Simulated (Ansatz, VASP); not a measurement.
# Two plane-wave programs on MgO

Contents of INCAR:

```
SYSTEM = MgO
ALGO     = Normal         ! electronic algorithm
EDIFF    = 1E-6           ! SCF threshold, eV
ENCUT    = 520            ! plane-wave cutoff, eV
GGA      = PE             ! functional
ISIF     = 2              ! what is computed and relaxed
ISMEAR   = -1             ! smearing method
LASPH    = .True.         ! aspherical terms in the spheres
LCHARG   = .False.        ! write CHGCAR
LREAL    = .False.        ! projectors in reciprocal space
LWAVE    = .False.        ! write WAVECAR
NBANDS   = 16             ! bands
NELM     = 100            ! most SCF steps
PREC     = Accurate       ! precision mode
SIGMA    = 0.02           ! smearing width, eV
```

Contents of KPOINTS:

```
k-points
0
Gamma
  12 12 6
  0 0 0
```

File POSCAR:

```
MgO
1.0
    3.3375404446      0.0000000000      0.0000000000
   -1.6687702223      2.8903948111      0.0000000000
    0.0000000000      0.0000000000      4.8522920054
Mg O
2 2
Direct
    0.3333333333      0.6666666667     -0.0184624123
    0.6666666667      0.3333333333      0.4815375877
    0.3333333333      0.6666666667      0.3934624123
    0.6666666667      0.3333333333      0.8934624123
```

Input for Ansatz:

```yaml
crystal:
  lattice:
    - [3.3375404446, 0.0, 0.0]
    - [-1.6687702223, 2.8903948111, 0.0]
    - [0.0, 0.0, 4.8522920054]
  atoms:
    - { symbol: Mg, position: [0.3333333333, 0.6666666667, -0.0184624123] }
    - { symbol: Mg, position: [0.6666666667, 0.3333333333, 0.4815375877] }
    - { symbol: O, position: [0.3333333333, 0.6666666667, 0.3934624123] }
    - { symbol: O, position: [0.6666666667, 0.3333333333, 0.8934624123] }
kpoints:
  mp_grid: { grid: [12, 12, 6] }
  band_path:
    path:
      - [0.0, 0.0, 0.0]
      - [0.5, 0.0, 0.0]
      - [0.3333333333, 0.3333333333, 0.0]
      - [0.0, 0.0, 0.5]
      - [0.5, 0.0, 0.5]
      - [0.3333333333, 0.3333333333, 0.5]
    npoints: 1
hamiltonian:
  xc: pbe
scf:
  occupations: { method: fermi_dirac, width: 0.02 }
  n_extra_bands: 5
output:
  forces: true
  stress: true
  eigenvalues: true
```

Change from the starting cell: epitaxial_xy strain +1.5%.

Alike in both runs: task single point; functional PBE; k mesh 12 × 12 × 6; occupations fermi-dirac, width 0.02 eV; no spin polarisation.

|  | VASP | Ansatz |
| --- | --- | --- |
| version | VASP 6.6.1 | Ansatz 0.2.0 |
| potentials or method | VASP PAW PBE potentials, release 64 (Mg, O) | plane waves, PAW |
| plane-wave cutoff (eV) | 520 | 420 |
| valence electrons in the cell | 16 | 32 |

```csv
,VASP,Ansatz,Ansatz less VASP
gap on the k mesh at the Fermi level (eV),3.37,3.39,+0.019
pressure (GPa),3.1,3.5,+0.40
"traceless stress, the component that is largest in VASP (GPa)",0.42,0.39,-0.031
rms of the force components (eV/Å),0.014,0.014,-0.0002
```

Atom by atom the forces differ by 0.000 eV/Å (rms over components). VASP's potentials hold 16 valence electrons a cell and Ansatz's 32, so a difference there can come from the potentials and not from the codes.
